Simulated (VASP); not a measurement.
# Al in VASP: single point with r2SCAN

Aim: the single point of Al with r2SCAN.

Everything below comes from runs of VASP 6.6.1. Logs are shortened: lines on timing, memory, paths and dates and some standing lists are left out, and cuts for length are marked.

## 1. The cell of the first run

The cell holds a slab with vacuum, 28 atoms: a = 8.591 Å, b = 8.591 Å, c = 15.050 Å, α = 90.00°, β = 90.00°, γ = 90.00°.

## 2. Single point, r2SCAN

POSCAR reads:

```
Al
1.0
    8.5913470000      0.0000000000      0.0000000000
    0.0000000000      8.5913470000      0.0000000000
    0.0000000000      0.0000000000     15.0500000000
Al
28
Direct
    0.0000000000      0.0000000000      0.0664451827
    0.3333332945      0.0000000000      0.0664451827
    0.6666667055      0.0000000000      0.0664451827
    0.0000000000      0.3333332945      0.0664451827
    0.3333332945      0.3333332945      0.0664451827
    0.6666667055      0.3333332945      0.0664451827
    0.0000000000      0.6666667055      0.0664451827
    0.3333332945      0.6666667055      0.0664451827
    0.6666667055      0.6666667055      0.0664451827
    0.1634436370      0.1666630390      0.2044887708
    0.5032231849      0.1666629226      0.2044872425
    0.8333341675      0.1666423205      0.2073814618
    0.1654208589      0.4992887611      0.2047023920
    0.5012452646      0.4992887611      0.2047028571
    0.8333330035      0.4982005732      0.2040504319
    0.1654039815      0.8339770236      0.2046811960
    0.5012623748      0.8339770236      0.2046817276
    0.8333331199      0.8351604236      0.2040986047
    0.0019789679      0.0011079753      0.3444207973
    0.3333328289     -0.0079063271      0.3414931561
    0.6646866900      0.0011094884      0.3444207973
    0.0018425516      0.3322122829      0.3443720266
    0.3333324798      0.3410472188      0.3415542193
    0.6648226407      0.3322107697      0.3443721595
   -0.0010735220      0.6666431934      0.3429289037
    0.3333338765      0.6666074598      0.3410524917
    0.6677415078      0.6666431934      0.3429291030
    0.3333284059      0.1663474889      0.4905691030
```

INCAR.step1 reads:

```
ALGO = Normal
EDIFF = 1E-4
ENCUT = 520
GGA = PE
ISMEAR = 0
LASPH = True
LCHARG = False
LREAL = Auto
LWAVE = True
NBANDS = 62
NELM = 60
PREC = Accurate
SIGMA = 0.1
```

INCAR.step2 reads:

```
ALGO = Normal
EDIFF = 1E-6
ENCUT = 520
ISIF = 2
ISMEAR = 0
ISTART = 1
LASPH = True
LCHARG = False
LMIXTAU = True
LREAL = Auto
LWAVE = False
METAGGA = R2SCAN
NBANDS = 62
NELM = 60
PREC = Accurate
SIGMA = 0.1
```

KPOINTS reads:

```
k-points
0
Gamma
  3 3 1
```

Potentials or basis: VASP PAW PBE potentials, release 64 (Al).

Run with:

```bash
$ cat potpaw_PBE.64/Al/POTCAR > POTCAR
$ cp INCAR.step1 INCAR
$ mpirun -np 1 vasp_std > vasp.out
$ cp INCAR.step2 INCAR
$ mpirun -np 1 vasp_std > vasp.out
```

OUTCAR:

```text
EDIFF = 1E-6
   ENCUT = 520
   ISIF = 2
   ISMEAR = 0
   ISTART = 1
   LASPH = True
   LREAL = Auto
   METAGGA = R2SCAN
   NELM = 60
   PREC = Accurate

 ion  position               nearest neighbor table
   1  0.000  0.000  0.066-   2 2.86   3 2.86   4 2.86   7 2.86  10 2.89  18 2.89  16 2.90  12 2.93

   2  0.333  0.000  0.066-   1 2.86   5 2.86   8 2.86   3 2.86  16 2.91  17 2.91  11 2.91  10 2.91

   3  0.667  0.000  0.066-   1 2.86   6 2.86   9 2.86   2 2.86  11 2.89  18 2.89  17 2.90  12 2.93

   4  0.000  0.333  0.066-   1 2.86   5 2.86   6 2.86   7 2.86  10 2.89  15 2.89  13 2.90  12 2.93

   5  0.333  0.333  0.066-   2 2.86   4 2.86   6 2.86   8 2.86  13 2.91  14 2.91  11 2.91  10 2.91

   6  0.667  0.333  0.066-   3 2.86   4 2.86   5 2.86   9 2.86  11 2.89  15 2.89  14 2.90  12 2.93
[... 37 lines left out ...]
  25  0.999  0.667  0.343-  27 2.85  26 2.87  22 2.87  19 2.87  13 2.91  16 2.91  18 2.91  15 2.91

  26  0.333  0.667  0.341-  20 2.80  23 2.80  25 2.87  27 2.87  14 2.89  13 2.89  17 2.89  16 2.89

  27  0.668  0.667  0.343-  25 2.85  26 2.87  24 2.87  21 2.87  14 2.91  17 2.91  18 2.91  15 2.91

  28  0.333  0.166  0.491-  20 2.70  23 2.70

  LATTYP: Found a simple tetragonal cell.
 ALAT       =     8.5913470000
 C/A-ratio  =     1.7517625583

  Lattice vectors:

 A1 = (   8.5913470000,   0.0000000000,   0.0000000000)
 A2 = (   0.0000000000,   8.5913470000,   0.0000000000)
 A3 = (   0.0000000000,   0.0000000000,  15.0500000000)

Analysis of symmetry for initial positions (statically):
=====================================================================
 Subroutine PRICEL returns:
 Original cell was already a primitive cell.

 Routine SETGRP: Setting up the symmetry group for a
 simple tetragonal supercell.

 Subroutine GETGRP returns: Found  2 space group operations
 (whereof  1 operations were pure point group operations)
 out of a pool of 16 trial point group operations.

The static configuration has the point symmetry C_1 .
 The point group associated with its full space group is C_1h.

Analysis of symmetry for dynamics (positions and initial velocities):
=====================================================================
 Subroutine PRICEL returns:
 Original cell was already a primitive cell.

 Routine SETGRP: Setting up the symmetry group for a
 simple tetragonal supercell.

 Subroutine GETGRP returns: Found  2 space group operations
 (whereof  1 operations were pure point group operations)
 out of a pool of 16 trial point group operations.

The dynamic configuration has the point symmetry C_1 .
 The point group associated with its full space group is C_1h.

 Subroutine INISYM returns: Found  2 space group operations
 (whereof  1 operations are pure point group operations),
 and found     1 'primitive' translations

----------------------------------------------------------------------------------------

                                     Primitive cell

  volume of cell :    1110.8592

  direct lattice vectors                    reciprocal lattice vectors
     8.591347000  0.000000000  0.000000000     0.116396183  0.000000000  0.000000000
     0.000000000  8.591347000  0.000000000     0.000000000  0.116396183  0.000000000
     0.000000000  0.000000000 15.050000000     0.000000000  0.000000000  0.066445183

  length of vectors
     8.591347000  8.591347000 15.050000000     0.116396183  0.116396183  0.066445183

  position of ions in fractional coordinates (direct lattice)
     0.000000000  0.000000000  0.066445183
     0.333333295  0.000000000  0.066445183
     0.666666705  0.000000000  0.066445183
     0.000000000  0.333333295  0.066445183
     0.333333295  0.333333295  0.066445183
     0.666666705  0.333333295  0.066445183
[... 20 lines left out ...]
     0.667741508  0.666643193  0.342929103
     0.333328406  0.166347489  0.490569103

  ion indices of the primitive-cell ions
   primitive index   ion index
                 1           1
                 2           2
                 3           3
                 4           4
                 5           5
                 6           6
[... 20 lines left out ...]
                27          27
                28          28

----------------------------------------------------------------------------------------

 KPOINTS: k-points

Automatic generation of k-mesh.
 Grid dimensions read from file:
 generate k-points for:    3    3    1

 Generating k-lattice:

  Cartesian coordinates                     Fractional coordinates (reciprocal lattice)
     0.038798728  0.000000000  0.000000000     0.333333333  0.000000000  0.000000000
     0.000000000  0.038798728  0.000000000     0.000000000  0.333333333  0.000000000
     0.000000000  0.000000000  0.066445183     0.000000000  0.000000000  1.000000000

  Length of vectors
     0.038798728  0.038798728  0.066445183

  Shift w.r.t. Gamma in fractional coordinates (k-lattice)
     0.000000000  0.000000000  0.000000000

 Subroutine IBZKPT returns following result:
 ===========================================

 Found      4 irreducible k-points:

 Following reciprocal coordinates:
            Coordinates               Weight
  0.000000  0.000000  0.000000      1.000000
  0.333333  0.000000  0.000000      2.000000
  0.000000  0.333333  0.000000      2.000000
  0.333333  0.333333  0.000000      4.000000
   k-points           NKPTS =      4   k-points in BZ     NKDIM =      4   number of bands    NBANDS=     62
   number of dos      NEDOS =    301   number of ions     NIONS =     28
   total plane-waves  NPLWV = 458752
   dimension x,y,z NGX =    64 NGY =   64 NGZ =  112
   dimension x,y,z NGXF=   128 NGYF=  128 NGZF=  224
   ions per type =              28
   NGX,Y,Z   is equivalent  to a cutoff of  12.38, 12.38, 12.37 a.u.
   NGXF,Y,Z  is equivalent  to a cutoff of  24.77, 24.77, 24.74 a.u.
 SYSTEM =  unknown system
   PREC   = accura    normal or accurate (medium, high low for compatibility)
   ISTART =      1    job   : 0-new  1-cont  2-samecut
   ICHARG =      0    charge: 1-file 2-atom 10-const
   ISPIN  =      1    spin polarized calculation?
   LNONCOLLINEAR =      F non collinear calculations
   LSORBIT =      F    spin-orbit coupling
   LASPH  =      T    aspherical Exc in radial PAW
   ENCUT  =  520.0 eV  38.22 Ry    6.18 a.u.  15.97 15.97 27.98*2*pi/ulx,y,z
   NELM   =     60;   NELMIN=  2; NELMDL=  0     # of ELM steps
   EDIFF  = 0.1E-05   stopping-criterion for ELM
   LREAL  =      T    real-space projection
   EDIFFG = 0.1E-04   stopping-criterion for IOM
   NSW    =      0    number of steps for IOM
   IBRION =     -1    ionic relax: 0-MD 1-quasi-New 2-CG
   NFREE  =      0    steps in history (QN), initial steepest desc. (CG)
   ISIF   =      2    stress and relaxation
   ISYM   =      2    0-nonsym 1-usesym 2-fastsym
   POTIM  = 0.5000    time-step for ionic-motion
   TEBEG  =    0.0;   TEEND  =   0.0 temperature during run
   PSTRESS=    0.0 pullay stress
   NELECT =      84.0000    total number of electrons
   NUPDOWN=      -1.0000    fix difference up-down
   EMIN   =  10.00;   EMAX   =-10.00  energy-range for DOS
   EFERMI =   0.00;   METHOD = LEGACY
   ISMEAR =     0;   SIGMA  =   0.10  broadening in eV -4-tet -1-fermi 0-gaus
   EFERMI_NEDOS =   21; number of points for ismear=-14 and -15
   IALGO  =     38    algorithm
   IMIX   =      4    mixing-type and parameters
     AMIX     =   0.40;   BMIX     =  1.00
     AMIX_MAG =   1.60;   BMIX_MAG =  1.00
  volume/ion in A,a.u.               =      39.67       267.73
  Fermi-wavevector in a.u.,A,eV,Ry     =   0.692280  1.308219  6.520608  0.479251
  Thomas-Fermi vector in A             =   1.774168
   LORBIT       =      0    0 simple, 1 ext, 2 COOP (PROOUT), +10 PAW based schemes
   METAGGA = R2SCAN    functional components
   LHFCALC =     F    Hartree Fock is set to
   AEXX    =    0.0000 exact exchange contribution
   IVDW    =     0    specifies the selected vdW correction
   LEPSILON=     F    determine dielectric tensor
   LRPA    =     F    only Hartree local field effects (RPA)
 non-spin polarized calculation
 Gauss-broadening in eV      SIGMA  =   0.10
  energy-cutoff  :      520.00
  volume of cell :     1110.86
 maximum number of plane-waves:     29910
 NGX is ok and might be reduce to    64
   NGX = 31   NGY = 31   NGZ = 55

 number of electron      84.0000000 magnetization

 Free energy of the ion-electron system (eV)
  ---------------------------------------------------
  ext. energy  EPLUGINS =         0.00000000
  ---------------------------------------------------
  free energy    TOTEN  =      -176.62377678 eV

  energy without entropy =     -176.57275832  energy(sigma->0) =     -176.59826755

 E-fermi :   0.9625     XC(G=0):  -5.8542

 val. band max:        0.9185728808   @ k =   0.0000   0.0000   0.0000
 cond. band min:       1.0090474231   @ k =   0.3333   0.0000   0.0000
 fundamental gap:      0.0904745423
 Fermi energy:         0.9624640976

 k-point     1 :       0.0000    0.0000    0.0000
  band No.  band energies     occupation
      1     -10.0684      2.00000
      2      -7.9683      2.00000
      3      -7.9669      2.00000
      4      -7.9602      2.00000
      5      -7.9440      2.00000
      6      -7.7799      2.00000
[... 46 lines left out ...]
     53       1.6596      0.00000
     54       2.0486      0.00000

 k-point     2 :       0.3333    0.0000    0.0000
  band No.  band energies     occupation
      1      -9.8326      2.00000
      2      -9.1260      2.00000
      3      -7.7361      2.00000
      4      -7.7160      2.00000
      5      -7.5598      2.00000
      6      -7.0388      2.00000
[... 46 lines left out ...]
     53       2.1219      0.00000
     54       2.8763      0.00000

 k-point     3 :       0.0000    0.3333    0.0000
  band No.  band energies     occupation
      1      -9.8323      2.00000
      2      -9.1263      2.00000
      3      -7.7342      2.00000
      4      -7.7235      2.00000
      5      -7.5509      2.00000
      6      -7.0385      2.00000
[... 46 lines left out ...]
     53       2.1348      0.00000
     54       2.9147      0.00000

 k-point     4 :       0.3333    0.3333    0.0000
  band No.  band energies     occupation
      1      -9.5968      2.00000
      2      -8.8977      2.00000
      3      -8.8855      2.00000
      4      -8.1899      2.00000
      5      -7.3318      2.00000
      6      -6.6628      2.00000
[... 46 lines left out ...]
     53       2.5081      0.00000
     54       2.6883      0.00000
 [bands above 54 left out]

------------------------ aborting loop because EDIFF is reached ----------------------------------------

  FORCE on cell =-STRESS in cart. coord.  units (eV):
  Direction    XX          YY          ZZ          XY          YZ          ZX
  --------------------------------------------------------------------------------------
  -------------------------------------------------------------------------------------
  Total      -30.2223389    -27.9105194     -0.5702608      0.0000000      0.0095839      0.0000000
  in kB      -43.5892738    -40.2549676     -0.8224795      0.0000000      0.0138227      0.0000000
  external PRESSURE =     -28.2222403 kB  Pullay stress =       0.0000000 kB

 VOLUME and BASIS-vectors are now :
 -----------------------------------------------------------------------------
  energy-cutoff  :      520.00
  volume of cell :     1110.86
      direct lattice vectors                 reciprocal lattice vectors
     8.591347000  0.000000000  0.000000000     0.116396183  0.000000000  0.000000000
     0.000000000  8.591347000  0.000000000     0.000000000  0.116396183  0.000000000
     0.000000000  0.000000000 15.050000000     0.000000000  0.000000000  0.066445183

 POSITION                                       TOTAL-FORCE (eV/Angst)
 -----------------------------------------------------------------------------------
      0.00000      0.00000      1.00000         0.027194     -0.004280      0.017773
      2.86378      0.00000      1.00000        -0.000000     -0.051815      0.034713
      5.72757      0.00000      1.00000        -0.027194     -0.004280      0.017773
      0.00000      2.86378      1.00000         0.025328      0.001818      0.015583
      2.86378      2.86378      1.00000        -0.000000      0.046949      0.032331
      5.72757      2.86378      1.00000        -0.025328      0.001818      0.015583
[... 20 lines left out ...]
      5.73680      5.72736      5.16108         0.000873      0.002812     -0.014747
      2.86374      1.42915      7.38307        -0.000000      0.003085     -0.016576
 -----------------------------------------------------------------------------------
    total drift:                                0.000887      0.002630     -0.019829

  FREE ENERGIE OF THE ION-ELECTRON SYSTEM (eV)
  ---------------------------------------------------
  free  energy   TOTEN  =      -176.6237767847 eV

  energy  without entropy=     -176.5727583174  energy(sigma->0) =     -176.59826755
```

Run time: 26 min. Hardware: 1 thread of AMD EPYC 9R45 (Zen 5), shared host; peak memory 1 GiB.

Results:

```
Free energy            : -176.6238 eV
Largest force          : 0.090 eV/Å
Band gap on the k mesh : zero (bands 42 and 43 overlap by 0.19 eV)
```

Forces on the atoms (eV/Å):
```
Al   0.027 -0.004  0.018
Al   0.000 -0.052  0.035
Al  -0.027 -0.004  0.018
Al   0.025  0.002  0.016
Al   0.000  0.047  0.032
Al  -0.025  0.002  0.016
Al  -0.078  0.002 -0.045
Al   0.000  0.004  0.074
Al   0.078  0.002 -0.045
Al  -0.001  0.000  0.002
Al   0.001  0.000  0.002
Al   0.000  0.003  0.001
Al  -0.003 -0.001 -0.001
Al   0.003 -0.001 -0.001
Al   0.000  0.001  0.000
Al  -0.001 -0.001  0.002
Al   0.001 -0.001  0.002
Al   0.000 -0.002  0.000
Al  -0.002 -0.002 -0.014
Al   0.000  0.003 -0.007
Al   0.002 -0.002 -0.014
Al  -0.001 -0.002 -0.012
Al   0.000 -0.002 -0.004
Al   0.001 -0.002 -0.012
Al  -0.001  0.003 -0.015
Al   0.000  0.003 -0.014
Al   0.001  0.003 -0.015
Al   0.000  0.003 -0.017
```

Levels at points of the mesh, in eV from the Fermi level:
```
           k point  band 38  band 39  band 40  band 41  band 42  band 43  band 44  band 45  band 46  band 47
(0.00, 0.00, 0.00)    -0.83    -0.66    -0.65    -0.57    -0.24    -0.14    -0.04     0.08     0.18     0.19
```

Caveat: there is no dipole correction, which matters where the two faces differ; the PAW data sets were made with another functional, which shifts forces and pressure a little.

The gap in the log of VASP goes by the Fermi energy; the results here count the filled bands.